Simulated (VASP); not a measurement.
# Zr3SiO (P4mm) in VASP: notebook, part 2 of 2

VASP 6.6.1. Earlier steps stand in the parts before.

### Step 3. Single point, PBE

This run uses another cell than the first one, of 25.43 Å³/atom.

INCAR reads:

```
PREC = Accurate
ENCUT = 520
EDIFF = 1E-6
ISMEAR = 0
SIGMA = 0.1
LREAL = F
LASPH = T
NELM = 80
ALGO = Normal
ISIF = 2
LWAVE = F
LCHARG = F
GGA = PE
NBANDS = 31
```

KPOINTS reads:

```
regular mesh
0
Gamma
  4 4 4
```

POSCAR reads:

```
Zr3SiO
1.0
    4.3629683317      0.0000000000      0.0000000000
    0.0000000000      4.3629683317      0.0000000000
    0.0000000000      0.0000000000      6.6787837567
Zr Si O
3 1 1
Direct
    0.0000000000      0.5000000000     -0.1047823024
    0.5000000000      0.0000000000     -0.1047823024
    0.0000000000      0.0000000000      0.5375696103
    0.0000000000      0.0000000000      0.1405306463
    0.5000000000      0.5000000000      0.8914613682
```

Potentials or basis: VASP PAW PBE potentials, release 64 (Zr_sv, Si, O).

Run with:

```sh
$ cat potpaw_PBE.64/Zr_sv/POTCAR potpaw_PBE.64/Si/POTCAR potpaw_PBE.64/O/POTCAR > POTCAR
$ mpirun -np 1 vasp_std > vasp.out
```

OUTCAR:

```text
PREC = Accurate
   ENCUT = 520
   EDIFF = 1E-6
   ISMEAR = 0
   LREAL = F
   LASPH = T
   NELM = 80
   ISIF = 2
   GGA = PE

 ion  position               nearest neighbor table
   1  0.000  0.500  0.895-   5 2.18   5 2.18   4 2.73   4 2.73   2 3.09   2 3.09   2 3.09   2 3.09
                             3 3.23   3 3.23
   2  0.500  0.000  0.895-   5 2.18   5 2.18   4 2.73   4 2.73   1 3.09   1 3.09   1 3.09   1 3.09
                             3 3.23   3 3.23
   3  0.000  0.000  0.538-   4 2.65   2 3.23   1 3.23   1 3.23   2 3.23
   4  0.000  0.000  0.141-   3 2.65   2 2.73   1 2.73   1 2.73   2 2.73
   5  0.500  0.500  0.891-   1 2.18   2 2.18   2 2.18   1 2.18

  LATTYP: Found a simple tetragonal cell.
 ALAT       =     4.3629683317
 C/A-ratio  =     1.5307889604

  Lattice vectors:

 A1 = (   4.3629683317,   0.0000000000,   0.0000000000)
 A2 = (   0.0000000000,   4.3629683317,   0.0000000000)
 A3 = (   0.0000000000,   0.0000000000,   6.6787837567)

Analysis of symmetry for initial positions (statically):
=====================================================================
 Subroutine PRICEL returns:
 Original cell was already a primitive cell.

 Routine SETGRP: Setting up the symmetry group for a
 simple tetragonal supercell.

 Subroutine GETGRP returns: Found  8 space group operations
 (whereof  8 operations were pure point group operations)
 out of a pool of 16 trial point group operations.

The static configuration has the point symmetry C_4v.

Analysis of symmetry for dynamics (positions and initial velocities):
=====================================================================
 Subroutine PRICEL returns:
 Original cell was already a primitive cell.

 Routine SETGRP: Setting up the symmetry group for a
 simple tetragonal supercell.

 Subroutine GETGRP returns: Found  8 space group operations
 (whereof  8 operations were pure point group operations)
 out of a pool of 16 trial point group operations.

The dynamic configuration has the point symmetry C_4v.

 Subroutine INISYM returns: Found  8 space group operations
 (whereof  8 operations are pure point group operations),
 and found     1 'primitive' translations

----------------------------------------------------------------------------------------

                                     Primitive cell

  volume of cell :     127.1339

  direct lattice vectors                    reciprocal lattice vectors
     4.362968332  0.000000000  0.000000000     0.229201755  0.000000000  0.000000000
     0.000000000  4.362968332  0.000000000     0.000000000  0.229201755  0.000000000
     0.000000000  0.000000000  6.678783757     0.000000000  0.000000000  0.149727860

  length of vectors
     4.362968332  4.362968332  6.678783757     0.229201755  0.229201755  0.149727860

  position of ions in fractional coordinates (direct lattice)
     0.000000000  0.500000000  0.895217698
     0.500000000  0.000000000  0.895217698
     0.000000000  0.000000000  0.537569610
     0.000000000  0.000000000  0.140530646
     0.500000000  0.500000000  0.891461368

  ion indices of the primitive-cell ions
   primitive index   ion index
                 1           1
                 2           2
                 3           3
                 4           4
                 5           5

[... 24 lines left out ...]
 Found     18 irreducible k-points:

 Following reciprocal coordinates:
            Coordinates               Weight
  0.000000  0.000000  0.000000      1.000000
  0.250000  0.000000  0.000000      4.000000
  0.500000  0.000000  0.000000      2.000000
  0.250000  0.250000  0.000000      4.000000
  0.500000  0.250000  0.000000      4.000000
  0.500000  0.500000  0.000000      1.000000
[... 10 lines left out ...]
  0.500000  0.250000  0.500000      4.000000
  0.500000  0.500000  0.500000      1.000000
   k-points           NKPTS =     18   k-points in BZ     NKDIM =     18   number of bands    NBANDS=     31
   number of dos      NEDOS =    301   number of ions     NIONS =      5
   total plane-waves  NPLWV =  51200
   dimension x,y,z NGX =    32 NGY =   32 NGZ =   50
   dimension x,y,z NGXF=    64 NGYF=   64 NGZF=  100
   ions per type =               3   1   1
   NGX,Y,Z   is equivalent  to a cutoff of  12.19, 12.19, 12.45 a.u.
   NGXF,Y,Z  is equivalent  to a cutoff of  24.39, 24.39, 24.89 a.u.
 SYSTEM =  unknown system
   PREC   = accura    normal or accurate (medium, high low for compatibility)
   ISTART =      0    job   : 0-new  1-cont  2-samecut
   ICHARG =      2    charge: 1-file 2-atom 10-const
   ISPIN  =      1    spin polarized calculation?
   LNONCOLLINEAR =      F non collinear calculations
   LSORBIT =      F    spin-orbit coupling
   LASPH  =      T    aspherical Exc in radial PAW
   ENCUT  =  520.0 eV  38.22 Ry    6.18 a.u.   8.11  8.11 12.42*2*pi/ulx,y,z
   NELM   =     80;   NELMIN=  2; NELMDL= -5     # of ELM steps
   EDIFF  = 0.1E-05   stopping-criterion for ELM
   LREAL  =      F    real-space projection
   EDIFFG = 0.1E-04   stopping-criterion for IOM
   NSW    =      0    number of steps for IOM
   IBRION =     -1    ionic relax: 0-MD 1-quasi-New 2-CG
   NFREE  =      0    steps in history (QN), initial steepest desc. (CG)
   ISIF   =      2    stress and relaxation
   ISYM   =      2    0-nonsym 1-usesym 2-fastsym
   POTIM  = 0.5000    time-step for ionic-motion
   TEBEG  =    0.0;   TEEND  =   0.0 temperature during run
   PSTRESS=    0.0 pullay stress
   NELECT =      46.0000    total number of electrons
   NUPDOWN=      -1.0000    fix difference up-down
   EMIN   =  10.00;   EMAX   =-10.00  energy-range for DOS
   EFERMI =   0.00;   METHOD = LEGACY
   ISMEAR =     0;   SIGMA  =   0.10  broadening in eV -4-tet -1-fermi 0-gaus
   EFERMI_NEDOS =   21; number of points for ismear=-14 and -15
   IALGO  =     38    algorithm
   IMIX   =      4    mixing-type and parameters
     AMIX     =   0.40;   BMIX     =  1.00
     AMIX_MAG =   1.60;   BMIX_MAG =  1.00
  volume/ion in A,a.u.               =      25.43       171.59
  Fermi-wavevector in a.u.,A,eV,Ry     =   1.166560  2.204478 18.515643  1.360861
  Thomas-Fermi vector in A             =   2.303071
   LORBIT       =      0    0 simple, 1 ext, 2 COOP (PROOUT), +10 PAW based schemes
   GGA     = PE    functional components
   LHFCALC =     F    Hartree Fock is set to
   AEXX    =    0.0000 exact exchange contribution
   IVDW    =     0    specifies the selected vdW correction
   LEPSILON=     F    determine dielectric tensor
   LRPA    =     F    only Hartree local field effects (RPA)
 non-spin polarized calculation
 Gauss-broadening in eV      SIGMA  =   0.10
  energy-cutoff  :      520.00
  volume of cell :      127.13
 maximum number of plane-waves:      3452
   NGX = 17   NGY = 17   NGZ = 25

 number of electron      45.9999995 magnetization

 Free energy of the ion-electron system (eV)
  ---------------------------------------------------
  ext. energy  EPLUGINS =         0.00000000
  ---------------------------------------------------
  free energy    TOTEN  =       -38.47090068 eV

  energy without entropy =      -38.44392652  energy(sigma->0) =      -38.45741360

 E-fermi :   5.2279     XC(G=0):  -9.2072

 val. band max:        5.2087229473   @ k =   0.5000   0.5000   0.2500
 cond. band min:       5.2369290608   @ k =   0.5000   0.0000   0.2500
 fundamental gap:      0.0282061135
 Fermi energy:         5.2278564478

 k-point     1 :       0.0000    0.0000    0.0000
  band No.  band energies     occupation
      1     -44.2387      2.00000
      2     -43.6216      2.00000
      3     -43.4645      2.00000
      4     -22.3427      2.00000
      5     -22.3427      2.00000
      6     -22.0904      2.00000
[... 601 lines left out ...]
     30       7.8022      0.00000
     31       7.9716      0.00000

------------------------ aborting loop because EDIFF is reached ----------------------------------------

  FORCE on cell =-STRESS in cart. coord.  units (eV):
  Direction    XX          YY          ZZ          XY          YZ          ZX
  --------------------------------------------------------------------------------------
  -------------------------------------------------------------------------------------
  Total        0.0346860      0.0346860     -0.0487415      0.0000000     -0.0000000      0.0000000
  in kB        0.4371222      0.4371222     -0.6142544      0.0000000     -0.0000000      0.0000000
  external PRESSURE =       0.0866633 kB  Pullay stress =       0.0000000 kB

 VOLUME and BASIS-vectors are now :
 -----------------------------------------------------------------------------
  energy-cutoff  :      520.00
  volume of cell :      127.13
      direct lattice vectors                 reciprocal lattice vectors
     4.362968332  0.000000000  0.000000000     0.229201755  0.000000000  0.000000000
     0.000000000  4.362968332  0.000000000     0.000000000  0.229201755  0.000000000
     0.000000000  0.000000000  6.678783757     0.000000000  0.000000000  0.149727860

 POSITION                                       TOTAL-FORCE (eV/Angst)
 -----------------------------------------------------------------------------------
      0.00000      2.18148      5.97897         0.000000     -0.000000     -0.003952
      2.18148      0.00000      5.97897        -0.000000      0.000000     -0.003952
      0.00000      0.00000      3.59031         0.000000      0.000000      0.008944
      0.00000      0.00000      0.93857         0.000000      0.000000     -0.006431
      2.18148      2.18148      5.95388         0.000000      0.000000      0.005393
 -----------------------------------------------------------------------------------
    total drift:                                0.000000      0.000000     -0.000207

  FREE ENERGIE OF THE ION-ELECTRON SYSTEM (eV)
  ---------------------------------------------------
  free  energy   TOTEN  =       -38.4709006788 eV

  energy  without entropy=      -38.4439265181  energy(sigma->0) =      -38.45741360
```

stdout:

```text
POSCAR found type information on POSCAR ZrSiO
 POSCAR found :  3 types and       5 ions
 scaLAPACK will be used
 LDA part: xc-table for (Slater+PW92), standard interpolation
 POSCAR, INCAR and KPOINTS ok, starting setup
 FFT: planning ... GRIDC
 FFT: planning ... GRID_SOFT
 FFT: planning ... GRID
 WAVECAR not read
 entering main loop
```

Run time: 53 s. Hardware: 1 thread of Intel Xeon Platinum 8488C (Sapphire Rapids), shared host; peak memory 0.24 GiB.

What came out:

| Quantity | Value |
| --- | --- |
| Free energy | -38.4709 eV |
| Pressure | 0.0 GPa |
| Largest force | 0.009 eV/Å |
| Band gap on the k mesh | zero (bands 23 and 24 overlap by 0.65 eV) |

Forces on the atoms (eV/Å):
```
Zr   0.000  0.000 -0.004
Zr   0.000  0.000 -0.004
Zr   0.000  0.000  0.009
Si   0.000  0.000 -0.006
O    0.000  0.000  0.005
```

Stress tensor (GPa, compression positive):
```
 0.04  0.00  0.00
 0.00  0.04  0.00
 0.00  0.00 -0.06
```

Levels at points of the mesh, in eV from the Fermi level:
```tsv
k point	band 21	band 22	band 23	band 24	band 25	band 26
(0.00, 0.00, 0.00)	-1.66	-1.53	-0.58	0.10	1.57	1.57
(0.50, 0.00, 0.00)	-1.39	-0.61	-0.24	-0.03	0.57	1.02
(0.50, 0.50, 0.00)	-0.43	-0.43	-0.04	0.05	0.66	0.66
(0.00, 0.00, 0.50)	-1.51	-1.51	-0.39	0.28	0.28	1.09
(0.50, 0.00, 0.50)	-0.93	-0.18	0.16	0.29	0.45	1.43
(0.50, 0.50, 0.50)	-0.37	0.14	0.52	0.52	0.72	0.72
```

Caveat: the k points lie up to 0.36 Å⁻¹ apart, too coarse for converged energies and pressures of a metal.
